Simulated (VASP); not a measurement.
Pt, 1 atom in the cell. The structure is cubic, space group Fm-3m (No. 225). The conventional cell has a = 3.894 Å, b = 3.894 Å, c = 3.894 Å, α = 90.00°, β = 90.00°, γ = 90.00°. Pt (site symmetry m-3m) has 12 Pt at 2.75 Å within 3.6 Å. 

* Program: VASP 6.6.1
* Task: single point
* Functional: LDA
* Potentials or basis: VASP PAW LDA potentials, release 64 (Pt)
* Cutoff: 520 eV
* k mesh: 18 × 18 × 18
* Occupations: gaussian, width 0.1 eV
* Spin: no spin polarisation
* Dipole correction: no
* Further INCAR settings: ALGO = Normal; EDIFF = 1e-06; NBANDS = 11

Potentials or basis: VASP PAW LDA potentials, release 64 (Pt).

The run is started by

```bash
$ cat potpaw_LDA.64/Pt/POTCAR > POTCAR
$ mpirun -np 1 vasp_std > vasp.out
```

Hardware: 1 thread of Intel(R) Xeon(R) Platinum 8559C (Emerald Rapids), with other jobs on the host.

How long does it take, and how much memory?

Wall time 13 s on 1 thread of Intel(R) Xeon(R) Platinum 8559C (Emerald Rapids), with other jobs on the host, peak memory 0.15 GiB. Counts: scf iterations 11, k points 195.
